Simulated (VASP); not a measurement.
Write the native input for VASP 6.6.1 that does the following.

```
Task                   : single point
Functional             : LDA
Potentials or basis    : VASP PAW LDA potentials, release 64 (Ni_sv_GW)
Cutoff                 : 590 eV
k mesh                 : 15 × 15 × 15
Occupations            : gaussian, width 0.05 eV
Spin                   : collinear spin, ferromagnetic start
Starting moments       : [0.97] μB
Fixed moment           : 0.97 μB
Hubbard terms          : Ni d U = 4.2 eV
Dipole correction      : no
Second run             : valence_matched
Further INCAR settings : ALGO = Normal; EDIFF = 1e-06; NBANDS = 19
```

The structure of Ni lies in POSCAR:

```
Ni
1.0
    0.0000000000      1.7810000000      1.7810000000
    1.7810000000      0.0000000000      1.7810000000
    1.7810000000      1.7810000000      0.0000000000
Ni
1
Direct
    0.0000000000      0.0000000000      0.0000000000
```

One way to write it, as run:

INCAR

```
SYSTEM = Ni
ALGO     = Normal         ! electronic algorithm
EDIFF    = 1E-6           ! SCF threshold, eV
ENCUT    = 590            ! plane-wave cutoff, eV
GGA      = CA             ! functional
GGA_COMPAT= .FALSE.      
ISIF     = 2              ! what is computed and relaxed
ISMEAR   = 0              ! smearing method
ISPIN    = 2              ! spin polarisation
LASPH    = .TRUE.         ! aspherical terms in the spheres
LCHARG   = .FALSE.        ! write CHGCAR
LDAU     = .TRUE.         ! DFT+U
LDAUJ    = 0            
LDAUL    = 2              ! shell
LDAUPRINT= 1            
LDAUTYPE = 2            
LDAUU    = 4.2            ! U, eV
LMAXMIX  = 4              ! l up to which the mixer works
LORBIT   = 11             ! projections on sites
LREAL    = .FALSE.        ! projectors in reciprocal space
LWAVE    = .FALSE.        ! write WAVECAR
MAGMOM   = 0.97           ! initial moments
NBANDS   = 19             ! bands
NELM     = 200            ! most SCF steps
NUPDOWN  = 0.97           ! fixed moment
PREC     = Accurate       ! precision mode
SIGMA    = 0.05           ! smearing width, eV
```

KPOINTS

```
k-points
0
G
  15 15 15
  0 0 0
```

Potentials or basis: VASP PAW LDA potentials, release 64 (Ni_sv_GW).

Run with:

```bash
$ cat potpaw_LDA.64/Ni_sv_GW/POTCAR > POTCAR
$ mpirun -np 1 vasp_std > vasp.out
```

It gave:

```
Pressure                                              : -22.4 GPa
Net moment                                            : 0.97 μB per cell
Site moments                                          : Ni +1.02 μB
Valence electrons inside the program's atomic spheres : Ni 16.36
```

Caveat: the total moment is fixed, so each spin has its own Fermi level; the U is typed as a test and isn't derived for this compound.

Wall time 82 s on 1 thread of AMD EPYC 7R43 64-Core Processor (Zen 3) (shared host), peak memory 0.13 GiB.
